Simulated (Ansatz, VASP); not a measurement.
# Bi2Te3: VASP beside Ansatz

```
Bi Te
1.0
     2.17828    1.25763   10.09744
    -2.17828    1.25763   10.09744
     0.00000   -2.51526   10.09744
Bi Te
2 3
Direct
  0.40000 0.40000 0.40000
  0.60000 0.60000 0.60000
  0.00000 0.00000 0.00000
  0.20950 0.20950 0.20950
  0.79050 0.79050 0.79050
```

Alike in both runs: task single point; functional PBE; k mesh 6 × 6 × 6; no spin polarisation.

|  | VASP | Ansatz |
| --- | --- | --- |
| version | VASP 6.6.1 | Ansatz 0.2.0 |
| potentials or method | VASP PAW PBE potentials, release 64 (Bi_d, Te), cutoff 520 eV | plane waves, PAW |
| occupations | gaussian, width 0.01 eV | fixed |
| valence electrons in the cell | 48 | 78 |

|  | VASP | Ansatz | Ansatz less VASP |
| --- | --- | --- | --- |
| pressure (GPa) | 3.1 | 3.1 | +0.01 |
| traceless stress, the component that is largest in VASP (GPa) | -0.07 | -0.07 | -0.002 |

VASP's potentials hold 48 valence electrons a cell and Ansatz's 78, so a difference there can come from the potentials and not from the codes.

Spin-orbit coupling is off throughout.
